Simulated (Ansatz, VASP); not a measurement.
**Ba in VASP and in Ansatz**

INCAR

```
SYSTEM = Ba
PREC = Accurate
ENCUT = 520
EDIFF = 1E-7
ISMEAR = 0
SIGMA = 0.1
LREAL = .FALSE.
LASPH = .TRUE.
NELM = 80
ALGO = Normal
ISIF = 2
LWAVE = .FALSE.
LCHARG = .FALSE.
GGA = PE
NBANDS = 11
```

File KPOINTS:

```
Automatic mesh
0
G
  12 12 12
  0 0 0
```

Contents of POSCAR:

```
Ba
1.0
    0.0000000000      3.2747356820      3.2747356820
    3.2747356820      0.0000000000      3.2747356820
    3.2747356820      3.2747356820      0.0000000000
Ba
1
Direct
    0.0000000000      0.0000000000      0.0000000000
```

Input for Ansatz:

```yaml
crystal:
  lattice:
    - [0.0, 3.274735682, 3.274735682]
    - [3.274735682, 0.0, 3.274735682]
    - [3.274735682, 3.274735682, 0.0]
  atoms:
    - { symbol: Ba, position: [0.0, 0.0, 0.0] }
basis:
  ecutwfc: 420
kpoints:
  mp_grid: { grid: [12, 12, 12] }
hamiltonian:
  xc: pbe
scf:
  occupations: { method: gaussian, width: 0.1 }
output:
  forces: true
  stress: true
  eigenvalues: true
```

Alike in both runs: task single point; functional PBE; k mesh 12 × 12 × 12; occupations gaussian, width 0.1 eV; no spin polarisation.

```csv
,VASP,Ansatz
version,VASP 6.6.1,Ansatz 0.2.0
potentials or method,"VASP PAW PBE potentials, release 64 (Ba_sv), cutoff 520 eV","scalar-relativistic, plane waves, PAW"
valence electrons in the cell,10,10
```

|  | VASP | Ansatz | Ansatz less VASP |
| --- | --- | --- | --- |
| gap on the k mesh at the Fermi level (eV) | none | none | - |
| pressure (GPa) | -0.6 | -0.7 | -0.03 |

A gap of «none» marks a metal or a gap that the smearing closes. The functional is the same, so the differences come from potentials, cutoffs and numerics.

Spin-orbit coupling is off throughout.
